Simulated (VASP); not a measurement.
# Ta16H in VASP: notebook, part 2 of 2

VASP 6.6.1.

### Step 3. Single point, PBE

The input, INCAR:

```
PREC = Accurate
ENCUT = 520
EDIFF = 1E-6
ISMEAR = 0
SIGMA = 0.1
LREAL = Auto
LASPH = T
NELM = 100
ALGO = Normal
ISIF = 2
LWAVE = F
LCHARG = T
LDIPOL = T
IDIPOL = 3
DIPOL = 0.5 0.5 0.329
GGA = PE
LELF = T
LVHAR = T
LVACPOTAV = T
NBANDS = 102
```

The input, KPOINTS:

```
Automatic mesh
0
Gamma
  4 4 1
```

The input, POSCAR:

```
Ta16H
1.0
    6.6379342676      0.0000000000      0.0000000000
    0.0000000000      6.6379342676      0.0000000000
    0.0000000000      0.0000000000     20.2996559590
Ta H
16 1
Direct
    0.2500000000      0.2500000000      0.1970476745
    0.2500000000      0.7500000000      0.1970476745
    0.7500000000      0.2500000000      0.1970476745
    0.7500000000      0.7500000000      0.1970476745
    0.0000000000      0.0000000000      0.2787970190
    0.0000000000      0.5000000000      0.2787970190
    0.5000000000      0.0000000000      0.2787970190
    0.5000000000      0.5000000000      0.2787970190
    0.2500000000      0.2500000000      0.3599139068
    0.2500000000      0.7500000000      0.3599139068
    0.7500000000      0.2500000000      0.3599139068
    0.7500000000      0.7500000000      0.3599139068
    0.0000000000      0.0000000000      0.4334879358
    0.0000000000      0.5000000000      0.4334879358
    0.5000000000      0.0000000000      0.4334879358
    0.5000000000      0.5000000000      0.4334879358
    0.0625000000      0.0625000000      0.5200613347
```

Potentials or basis: VASP PAW PBE potentials, release 64 (Ta_pv, H).

The run is started by

```sh
> cat potpaw_PBE.64/Ta_pv/POTCAR potpaw_PBE.64/H/POTCAR > POTCAR
> mpirun -np 1 vasp_std > vasp.out
```

OUTCAR:

```text
PREC = Accurate
   ENCUT = 520
   EDIFF = 1E-6
   ISMEAR = 0
   LREAL = Auto
   LASPH = T
   NELM = 100
   ISIF = 2
   GGA = PE

 ion  position               nearest neighbor table
   1  0.250  0.250  0.197-   5 2.87   6 2.87   7 2.87   8 2.87   9 3.31   3 3.32   2 3.32   2 3.32
                             3 3.32
   2  0.250  0.750  0.197-   5 2.87   6 2.87   7 2.87   8 2.87  10 3.31   4 3.32   1 3.32   1 3.32
                             4 3.32
   3  0.750  0.250  0.197-   5 2.87   6 2.87   7 2.87   8 2.87  11 3.31   4 3.32   1 3.32   4 3.32
                             1 3.32
   4  0.750  0.750  0.197-   5 2.87   6 2.87   7 2.87   8 2.87  12 3.31   3 3.32   2 3.32   3 3.32
                             2 3.32
   5  0.000  0.000  0.279-   9 2.87  10 2.87  11 2.87  12 2.87   1 2.87   2 2.87   3 2.87   4 2.87
                            13 3.14   7 3.32   6 3.32   6 3.32   7 3.32
   6  0.000  0.500  0.279-   9 2.87  10 2.87  11 2.87  12 2.87   1 2.87   2 2.87   3 2.87   4 2.87
                            14 3.14   8 3.32   5 3.32   5 3.32   8 3.32
   7  0.500  0.000  0.279-   9 2.87  10 2.87  11 2.87  12 2.87   1 2.87   2 2.87   3 2.87   4 2.87
                            15 3.14   8 3.32   5 3.32   8 3.32   5 3.32
   8  0.500  0.500  0.279-   9 2.87  10 2.87  11 2.87  12 2.87   1 2.87   2 2.87   3 2.87   4 2.87
                            16 3.14   7 3.32   6 3.32   7 3.32   6 3.32
   9  0.250  0.250  0.360-  13 2.78  14 2.78  15 2.78  16 2.78   5 2.87   6 2.87   7 2.87   8 2.87
                             1 3.31  10 3.32  11 3.32  10 3.32  11 3.32
  10  0.250  0.750  0.360-  13 2.78  14 2.78  15 2.78  16 2.78   5 2.87   6 2.87   7 2.87   8 2.87
                             2 3.31   9 3.32  12 3.32   9 3.32  12 3.32
  11  0.750  0.250  0.360-  13 2.78  14 2.78  15 2.78  16 2.78   5 2.87   6 2.87   7 2.87   8 2.87
                             3 3.31   9 3.32  12 3.32  12 3.32   9 3.32
  12  0.750  0.750  0.360-  13 2.78  14 2.78  15 2.78  16 2.78   5 2.87   6 2.87   7 2.87   8 2.87
                             4 3.31  10 3.32  11 3.32  11 3.32  10 3.32
  13  0.000  0.000  0.433-  17 1.85  10 2.78  11 2.78  12 2.78   9 2.78   5 3.14  15 3.32  14 3.32
                            14 3.32  15 3.32
  14  0.000  0.500  0.433-   9 2.78  10 2.78  11 2.78  12 2.78   6 3.14  13 3.32  16 3.32  13 3.32
                            16 3.32
  15  0.500  0.000  0.433-   9 2.78  10 2.78  11 2.78  12 2.78   7 3.14  13 3.32  16 3.32  16 3.32
                            13 3.32
  16  0.500  0.500  0.433-   9 2.78  10 2.78  11 2.78  12 2.78   8 3.14  14 3.32  15 3.32  15 3.32
                            14 3.32
  17  0.062  0.062  0.520-  13 1.85

  LATTYP: Found a simple tetragonal cell.
 ALAT       =     6.6379342676
 C/A-ratio  =     3.0581284991

  Lattice vectors:

 A1 = (   6.6379342676,   0.0000000000,   0.0000000000)
 A2 = (   0.0000000000,   6.6379342676,   0.0000000000)
 A3 = (   0.0000000000,   0.0000000000,  20.2996559590)

Analysis of symmetry for initial positions (statically):
=====================================================================
 Subroutine PRICEL returns:
 Original cell was already a primitive cell.

 Routine SETGRP: Setting up the symmetry group for a
 simple tetragonal supercell.

 Subroutine GETGRP returns: Found  2 space group operations
 (whereof  2 operations were pure point group operations)
 out of a pool of 16 trial point group operations.

The static configuration has the point symmetry C_1h.

Analysis of symmetry for dynamics (positions and initial velocities):
=====================================================================
 Subroutine PRICEL returns:
 Original cell was already a primitive cell.

 Routine SETGRP: Setting up the symmetry group for a
 simple tetragonal supercell.

 Subroutine GETGRP returns: Found  2 space group operations
[... 107 lines left out ...]
   ISTART =      0    job   : 0-new  1-cont  2-samecut
   ICHARG =      2    charge: 1-file 2-atom 10-const
   ISPIN  =      1    spin polarized calculation?
   LNONCOLLINEAR =      F non collinear calculations
   LSORBIT =      F    spin-orbit coupling
   LASPH  =      T    aspherical Exc in radial PAW
   ENCUT  =  520.0 eV  38.22 Ry    6.18 a.u.  12.34 12.34 37.74*2*pi/ulx,y,z
   NELM   =    100;   NELMIN=  2; NELMDL= -5     # of ELM steps
   EDIFF  = 0.1E-05   stopping-criterion for ELM
   LREAL  =      T    real-space projection
   EDIFFG = 0.1E-04   stopping-criterion for IOM
   NSW    =      0    number of steps for IOM
   IBRION =     -1    ionic relax: 0-MD 1-quasi-New 2-CG
   NFREE  =      0    steps in history (QN), initial steepest desc. (CG)
   ISIF   =      2    stress and relaxation
   ISYM   =      2    0-nonsym 1-usesym 2-fastsym
   POTIM  = 0.5000    time-step for ionic-motion
   TEBEG  =    0.0;   TEEND  =   0.0 temperature during run
   PSTRESS=    0.0 pullay stress
   NELECT =     177.0000    total number of electrons
   NUPDOWN=      -1.0000    fix difference up-down
   EMIN   =  10.00;   EMAX   =-10.00  energy-range for DOS
   EFERMI =   0.00;   METHOD = LEGACY
   ISMEAR =     0;   SIGMA  =   0.10  broadening in eV -4-tet -1-fermi 0-gaus
   EFERMI_NEDOS =   21; number of points for ismear=-14 and -15
   IALGO  =     38    algorithm
   IMIX   =      4    mixing-type and parameters
     AMIX     =   0.40;   BMIX     =  1.00
     AMIX_MAG =   1.60;   BMIX_MAG =  1.00
  volume/ion in A,a.u.               =      52.61       355.06
  Fermi-wavevector in a.u.,A,eV,Ry     =   0.953999  1.802796 12.382843  0.910113
  Thomas-Fermi vector in A             =   2.082705
   LORBIT       =      0    0 simple, 1 ext, 2 COOP (PROOUT), +10 PAW based schemes
   GGA     = PE    functional components
   LHFCALC =     F    Hartree Fock is set to
   AEXX    =    0.0000 exact exchange contribution
   IVDW    =     0    specifies the selected vdW correction
   LEPSILON=     F    determine dielectric tensor
   LRPA    =     F    only Hartree local field effects (RPA)
 non-spin polarized calculation
 Gauss-broadening in eV      SIGMA  =   0.10
  energy-cutoff  :      520.00
  volume of cell :      894.45
 maximum number of plane-waves:     24163
 NGX is ok and might be reduce to    50
   NGX = 25   NGY = 25   NGZ = 75

 dipolmoment           0.000000      0.000000     -2.135455 electrons x Angstroem

 number of electron     176.9999955 magnetization

 dipolmoment           0.000000      0.000000      0.051616 electrons x Angstroem

 Free energy of the ion-electron system (eV)
  ---------------------------------------------------
  ext. energy  EPLUGINS =         0.00000000
  ---------------------------------------------------
  free energy    TOTEN  =      -177.33332411 eV

  energy without entropy =     -177.25689645  energy(sigma->0) =     -177.29511028

 E-fermi :  -0.6959     XC(G=0):  -5.2799

 val. band max:       -0.7019827191   @ k =   0.0000   0.0000   0.0000
 cond. band min:      -0.6756683426   @ k =   0.2500   0.0000   0.0000
 fundamental gap:      0.0263143766
 Fermi energy:        -0.6958978999

 k-point     1 :       0.0000    0.0000    0.0000
  band No.  band energies     occupation
      1     -35.7132      2.00000
      2     -35.7040      2.00000
      3     -35.6970      2.00000
      4     -35.6967      2.00000
      5     -35.6931      2.00000
      6     -35.6923      2.00000
[... 710 lines left out ...]
     99      -0.1877      0.00000
    100      -0.1647      0.00000
 [bands above 100 left out]

------------------------ aborting loop because EDIFF is reached ----------------------------------------

  FORCE on cell =-STRESS in cart. coord.  units (eV):
  Direction    XX          YY          ZZ          XY          YZ          ZX
  --------------------------------------------------------------------------------------
  -------------------------------------------------------------------------------------
  Total      -17.9516454    -17.9516454     -3.3878181      0.1142238      0.2247479      0.2247471
  in kB      -32.1558706    -32.1558706     -6.0684265      0.2046032      0.4025795      0.4025780
  external PRESSURE =     -23.4600559 kB  Pullay stress =       0.0000000 kB

 VOLUME and BASIS-vectors are now :
 -----------------------------------------------------------------------------
  energy-cutoff  :      520.00
  volume of cell :      894.45
      direct lattice vectors                 reciprocal lattice vectors
     6.637934268  0.000000000  0.000000000     0.150649277  0.000000000  0.000000000
     0.000000000  6.637934268  0.000000000     0.000000000  0.150649277  0.000000000
     0.000000000  0.000000000 20.299655959     0.000000000  0.000000000  0.049261919

 POSITION                                       TOTAL-FORCE (eV/Angst)
 -----------------------------------------------------------------------------------
      1.65948      1.65948      4.00000        -0.010828     -0.010828      0.764332
      1.65948      4.97845      4.00000         0.017512      0.007356      0.737614
      4.97845      1.65948      4.00000         0.007356      0.017512      0.737614
      4.97845      4.97845      4.00000         0.000692      0.000692      0.712410
      0.00000      0.00000      5.65948         0.018595      0.018595     -1.051368
      0.00000      3.31897      5.65948         0.015235     -0.020455     -0.760539
[... 9 lines left out ...]
      3.31897      3.31897      8.79966         0.061713      0.061713     -0.320404
      0.41487      0.41487     10.55707         0.025932      0.025932      0.003334
 -----------------------------------------------------------------------------------
    total drift:                                0.000173      0.000173      0.005513

  FREE ENERGIE OF THE ION-ELECTRON SYSTEM (eV)
  ---------------------------------------------------
  free  energy   TOTEN  =      -177.3333241132 eV

  energy  without entropy=     -177.2568964526  energy(sigma->0) =     -177.29511028

 vacuum level on the upper side and lower side of the slab         3.556         3.343
```

It took 22 min on 1 thread of Intel Xeon 6975P-C (Granite Rapids), shared host; peak memory 0.99 GiB.

What came out:

```yaml
Free_energy: -177.3333 eV
Largest_force: 1.052 eV/Å
Band_gap_on_the_k_mesh: zero (an odd number of electrons rules out a gap without spin polarisation)
```

Forces in eV/Å, atoms in the order of the input:
```
Ta  -0.011 -0.011  0.764
Ta   0.018  0.007  0.738
Ta   0.007  0.018  0.738
Ta   0.001  0.001  0.712
Ta   0.019  0.019 -1.051
Ta   0.015 -0.020 -0.761
Ta  -0.020  0.015 -0.761
Ta   0.004  0.004 -0.736
Ta   0.002  0.002 -0.190
Ta   0.063 -0.060 -0.057
Ta  -0.060  0.063 -0.057
Ta  -0.210 -0.210 -0.014
Ta   0.091  0.091  1.016
Ta   0.060 -0.066 -0.012
Ta  -0.066  0.060 -0.012
Ta   0.062  0.062 -0.320
H    0.026  0.026  0.003
```

Caveat: spin-orbit coupling is left out, which moves the levels of the heavy elements.

### Step 4. Single point, PBE

The input, INCAR:

```
SYSTEM = Ta16H
ALGO = Normal ; DIPOL = 0.5 0.5 0.326
EDIFF = 1E-6 ; ENCUT = 520
GGA = PE ; IDIPOL = 3
ISIF = 2 ; ISMEAR = 0
LASPH = .True. ; LCHARG = .False.
LDIPOL = .True. ; LREAL = Auto
LWAVE = .False. ; NBANDS = 102
NELM = 80 ; PREC = Accurate
SIGMA = 0.1
```

The input, KPOINTS:

```
k-points
0
Gamma
  4 4 1
  0 0 0
```

Changes to POSCAR since step 3:

```diff
@@ -24,2 +24,2 @@
     0.5000000000      0.5000000000      0.4334879358
-    0.0625000000      0.0625000000      0.5200613347
+    0.1875000000      0.1875000000      0.4584597547
```

Potentials or basis: VASP PAW PBE potentials, release 64 (Ta_pv, H).

The run is started by

```sh
> cat potpaw_PBE.64/Ta_pv/POTCAR potpaw_PBE.64/H/POTCAR > POTCAR
> mpirun -np 1 vasp_std > vasp.out
```

OUTCAR:

```text
SYSTEM = Ta16H
   EDIFF = 1E-6
   ENCUT = 520
   GGA = PE
   ISIF = 2
   ISMEAR = 0
   LASPH = .True.
   LREAL = Auto
   NELM = 80
   PREC = Accurate

 ion  position               nearest neighbor table
   1  0.250  0.250  0.197-   5 2.87   6 2.87   7 2.87   8 2.87   9 3.31   3 3.32   2 3.32   2 3.32
                             3 3.32
   2  0.250  0.750  0.197-   5 2.87   6 2.87   7 2.87   8 2.87  10 3.31   4 3.32   1 3.32   1 3.32
                             4 3.32
   3  0.750  0.250  0.197-   5 2.87   6 2.87   7 2.87   8 2.87  11 3.31   4 3.32   1 3.32   4 3.32
                             1 3.32
   4  0.750  0.750  0.197-   5 2.87   6 2.87   7 2.87   8 2.87  12 3.31   3 3.32   2 3.32   3 3.32
                             2 3.32
   5  0.000  0.000  0.279-   9 2.87  10 2.87  11 2.87  12 2.87   1 2.87   2 2.87   3 2.87   4 2.87
                            13 3.14   7 3.32   6 3.32   6 3.32   7 3.32
   6  0.000  0.500  0.279-   9 2.87  10 2.87  11 2.87  12 2.87   1 2.87   2 2.87   3 2.87   4 2.87
                            14 3.14   8 3.32   5 3.32   5 3.32   8 3.32
   7  0.500  0.000  0.279-   9 2.87  10 2.87  11 2.87  12 2.87   1 2.87   2 2.87   3 2.87   4 2.87
                            15 3.14   8 3.32   5 3.32   8 3.32   5 3.32
   8  0.500  0.500  0.279-   9 2.87  10 2.87  11 2.87  12 2.87   1 2.87   2 2.87   3 2.87   4 2.87
                            16 3.14   7 3.32   6 3.32   7 3.32   6 3.32
   9  0.250  0.250  0.360-  17 2.08  14 2.78  15 2.78  16 2.78  13 2.78   6 2.87   7 2.87   8 2.87
                             5 2.87   1 3.31  11 3.32  10 3.32  10 3.32  11 3.32
  10  0.250  0.750  0.360-  13 2.78  14 2.78  15 2.78  16 2.78   5 2.87   6 2.87   7 2.87   8 2.87
                             2 3.31   9 3.32  12 3.32   9 3.32  12 3.32
  11  0.750  0.250  0.360-  13 2.78  14 2.78  15 2.78  16 2.78   5 2.87   6 2.87   7 2.87   8 2.87
                             3 3.31   9 3.32  12 3.32  12 3.32   9 3.32
  12  0.750  0.750  0.360-  13 2.78  14 2.78  15 2.78  16 2.78   5 2.87   6 2.87   7 2.87   8 2.87
                             4 3.31  10 3.32  11 3.32  11 3.32  10 3.32
  13  0.000  0.000  0.433-  17 1.83  10 2.78  11 2.78  12 2.78   9 2.78   5 3.14  15 3.32  14 3.32
                            14 3.32  15 3.32
  14  0.000  0.500  0.433-   9 2.78  10 2.78  11 2.78  12 2.78   6 3.14  13 3.32  16 3.32  13 3.32
                            16 3.32
  15  0.500  0.000  0.433-   9 2.78  10 2.78  11 2.78  12 2.78   7 3.14  13 3.32  16 3.32  16 3.32
                            13 3.32
  16  0.500  0.500  0.433-   9 2.78  10 2.78  11 2.78  12 2.78   8 3.14  14 3.32  15 3.32  15 3.32
                            14 3.32
  17  0.188  0.188  0.458-  13 1.83   9 2.08
[... 196 lines left out ...]
  ext. energy  EPLUGINS =         0.00000000
  ---------------------------------------------------
  free energy    TOTEN  =      -177.45126473 eV

  energy without entropy =     -177.35106434  energy(sigma->0) =     -177.40116453

 E-fermi :  -0.5129     XC(G=0):  -5.2877

 val. band max:       -0.5141794498   @ k =   0.0000   0.0000   0.0000
 cond. band min:      -0.4868646544   @ k =   0.2500   0.0000   0.0000
 fundamental gap:      0.0273147954
 Fermi energy:        -0.5129323759

 k-point     1 :       0.0000    0.0000    0.0000
  band No.  band energies     occupation
      1     -35.5411      2.00000
      2     -35.5314      2.00000
      3     -35.5246      2.00000
      4     -35.5190      2.00000
      5     -35.5173      2.00000
      6     -35.5127      2.00000
[... 710 lines left out ...]
     99      -0.0978      0.00000
    100      -0.0493      0.00000
 [bands above 100 left out]

------------------------ aborting loop because EDIFF is reached ----------------------------------------

 vacuum level on the upper side and lower side of the slab       (xc-potential included)        -0.231        -0.103

  FORCE on cell =-STRESS in cart. coord.  units (eV):
  Direction    XX          YY          ZZ          XY          YZ          ZX
  --------------------------------------------------------------------------------------
  -------------------------------------------------------------------------------------
  Total      -16.1795252    -16.1795252     -5.5522645      1.3761165      0.4546098      0.4546110
  in kB      -28.9815616    -28.9815616     -9.9454893      2.4649676      0.8143194      0.8143215
  external PRESSURE =     -22.6362042 kB  Pullay stress =       0.0000000 kB

 VOLUME and BASIS-vectors are now :
 -----------------------------------------------------------------------------
  energy-cutoff  :      520.00
  volume of cell :      894.45
      direct lattice vectors                 reciprocal lattice vectors
     6.637934268  0.000000000  0.000000000     0.150649277  0.000000000  0.000000000
     0.000000000  6.637934268  0.000000000     0.000000000  0.150649277  0.000000000
     0.000000000  0.000000000 20.299655959     0.000000000  0.000000000  0.049261919

 POSITION                                       TOTAL-FORCE (eV/Angst)
 -----------------------------------------------------------------------------------
      1.65948      1.65948      4.00000         0.051451      0.051451      0.914553
      1.65948      4.97845      4.00000         0.013132      0.000107      0.825580
      4.97845      1.65948      4.00000         0.000107      0.013132      0.825580
      4.97845      4.97845      4.00000         0.044095      0.044095      0.857494
      0.00000      0.00000      5.65948        -0.008183     -0.008183     -0.938922
      0.00000      3.31897      5.65948         0.024416     -0.020799     -0.919474
[... 9 lines left out ...]
      3.31897      3.31897      8.79966         0.270468      0.270468     -0.109598
      1.24461      1.24461      9.30658         0.823539      0.823539      0.004569
 -----------------------------------------------------------------------------------
    total drift:                                0.000244      0.000244      0.005192

  FREE ENERGIE OF THE ION-ELECTRON SYSTEM (eV)
  ---------------------------------------------------
  free  energy   TOTEN  =      -177.4512647272 eV

  energy  without entropy=     -177.3510643361  energy(sigma->0) =     -177.40116453

 vacuum level on the upper side and lower side of the slab         3.180         3.307
```

OSZICAR:

```text
N       E                     dE             d eps       ncg     rms          rms(c)
DAV:   1     0.150357780492E+04    0.15036E+04   -0.97418E+04  1852   0.149E+03
DAV:   2    -0.108013250012E+03   -0.16116E+04   -0.15783E+04  1642   0.389E+02
DAV:   3    -0.193931100660E+03   -0.85918E+02   -0.82959E+02  1778   0.723E+01
DAV:   4    -0.199161092397E+03   -0.52300E+01   -0.50410E+01  1896   0.145E+01
[... 24 lines left out ...]
DAV:  29    -0.177451246892E+03   -0.17497E-04   -0.12714E-06  1010   0.220E-03    0.963E-04
DAV:  30    -0.177451257528E+03   -0.10636E-04   -0.78833E-07   986   0.200E-03    0.627E-04
DAV:  31    -0.177451261902E+03   -0.43745E-05   -0.23487E-07   906   0.104E-03    0.517E-04
DAV:  32    -0.177451263954E+03   -0.20521E-05   -0.14644E-07   892   0.859E-04    0.387E-04
DAV:  33    -0.177451264727E+03   -0.77305E-06   -0.92631E-08   862   0.707E-04
   1 F= -.17745126E+03 E0= -.17740116E+03  d E =-.100200E+00
```

Run time: 17 min. Hardware: 1 thread of Intel Xeon 6975P-C (Granite Rapids), shared host; peak memory 0.99 GiB.

Results:

```yaml
Free_energy: -177.4513 eV
Largest_force: 1.511 eV/Å
Band_gap_on_the_k_mesh: zero (an odd number of electrons rules out a gap without spin polarisation)
```

Forces on the atoms (eV/Å):
```
Ta   0.051  0.051  0.915
Ta   0.013  0.000  0.826
Ta   0.000  0.013  0.826
Ta   0.044  0.044  0.857
Ta  -0.008 -0.008 -0.939
Ta   0.024 -0.021 -0.919
Ta  -0.021  0.024 -0.919
Ta  -0.010 -0.010 -0.963
Ta  -0.052 -0.052  0.349
Ta  -0.002 -0.096  0.050
Ta  -0.096 -0.002  0.050
Ta  -0.196 -0.196  0.074
Ta  -1.061 -1.061 -0.171
Ta   0.086  0.132  0.035
Ta   0.132  0.086  0.035
Ta   0.270  0.270 -0.110
H    0.824  0.824  0.005
```

Caveat: spin-orbit coupling is left out, which moves the levels of the heavy elements.

### Step 5. Overview

| cell | gap on the mesh (eV) | largest force (eV/Å) |
| --- | --- | --- |
| as given, atomic positions A | none | 1.00 |
| as given, atomic positions B | none | 1.05 |
| as given, atomic positions C | none | 1.51 |

Alike in all rows: task single point; level PBE; potentials or basis VASP PAW PBE potentials, release 64 (Ta_pv, H); no spin polarisation; k mesh 4 × 4 × 1; cutoff (eV) 520; smearing gaussian 0.1 eV.

Caveats: spin-orbit coupling is left out, which moves the levels of the heavy elements.

Total energies depend on the potentials used, so only differences within one code and one set of settings carry meaning.
